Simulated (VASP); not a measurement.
Sc2PdF6, 9 atoms in the cell. Symmetry: Fm-3m, No. 225, cubic system. The conventional cell has a = 7.621 Å, b = 7.621 Å, c = 7.621 Å, α = 90.00°, β = 90.00°, γ = 90.00°. Within 3.6 Å of Sc (site symmetry -43m) lie 12 F at 2.69 Å and 4 Pd at 3.30 Å. Pd (site symmetry m-3m) has 6 F at 1.91 Å within 2.5 Å. Within 2.5 Å of F (site symmetry 4mm) lie 1 Pd at 1.91 Å. 

* Program: VASP 6.6.1
* Task: single point
* Functional: PBE
* Potentials or basis: VASP PAW PBE potentials, release 64 (Sc_sv, Pd, F)
* Cutoff: 520 eV
* k mesh: 4 × 4 × 4
* Occupations: gaussian, width 0.1 eV
* Spin: no spin polarisation
* Dipole correction: no
* Further INCAR settings: ALGO = Normal; EDIFF = 1e-06; NBANDS = 47

Potentials or basis: VASP PAW PBE potentials, release 64 (Sc_sv, Pd, F).

Launch:

```bash
$ cat potpaw_PBE.64/Sc_sv/POTCAR potpaw_PBE.64/Pd/POTCAR potpaw_PBE.64/F/POTCAR > POTCAR
$ mpirun -np 1 vasp_std > vasp.out
```

Hardware: 1 thread of Intel(R) Xeon(R) Platinum 8375C CPU @ 2.90GHz (Ice Lake), with other jobs on the host.

**Question.** How long does it take, and how much memory?

**Answer.** It took 66 s on 1 thread of Intel(R) Xeon(R) Platinum 8375C CPU @ 2.90GHz (Ice Lake), on a shared host, peak memory 0.25 GiB. Counts: scf iterations 23, k points 8.
